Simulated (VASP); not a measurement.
Input of a VASP 6.6.1 run:

The input POSCAR:

```
CdS
1.0
    0.0000000000      2.7267765504      2.7267765504
    2.7267765504      0.0000000000      2.7267765504
    2.7267765504      2.7267765504      0.0000000000
Cd S
1 1
Direct
    0.0000000000      0.0000000000      0.0000000000
    0.5000000000      0.5000000000      0.5000000000
```

The input INCAR.step1:

```
SYSTEM = CdS
ALGO = Normal
EDIFF = 1E-4
ENCUT = 520
GGA = PE
ISMEAR = 0
LASPH = .TRUE.
LCHARG = .FALSE.
LREAL = .FALSE.
LWAVE = .TRUE.
NBANDS = 16
NELM = 60
PREC = Accurate
SIGMA = 0.01
```

File INCAR.step2:

```
SYSTEM = CdS
ALGO = Normal
EDIFF = 1E-6
ENCUT = 520
ISIF = 2
ISMEAR = 0
ISTART = 1
LASPH = .TRUE.
LCHARG = .FALSE.
LMIXTAU = .TRUE.
LREAL = .FALSE.
LWAVE = .FALSE.
METAGGA = R2SCAN
NBANDS = 16
NELM = 60
PREC = Accurate
SIGMA = 0.01
```

The input KPOINTS:

```
k-points
0
G
  4 4 4
  0 0 0
```

Potentials or basis: VASP PAW PBE potentials, release 64 (Cd, S).

Command:

```bash
$ cat potpaw_PBE.64/Cd/POTCAR potpaw_PBE.64/S/POTCAR > POTCAR
$ cp INCAR.step1 INCAR
$ mpirun -np 1 vasp_std > vasp.out
$ cp INCAR.step2 INCAR
$ mpirun -np 1 vasp_std > vasp.out
```

(1) Estimate the pressure.

(2) Predict the band gap on the k mesh.

## Answers

(1) 0.9 GPa.

(2) 0.70 eV, indirect (least direct gap 2.33 eV).

Caveat: the k points lie up to 0.50 Å⁻¹ apart; the PAW data sets were made with another functional, which shifts forces and pressure a little.
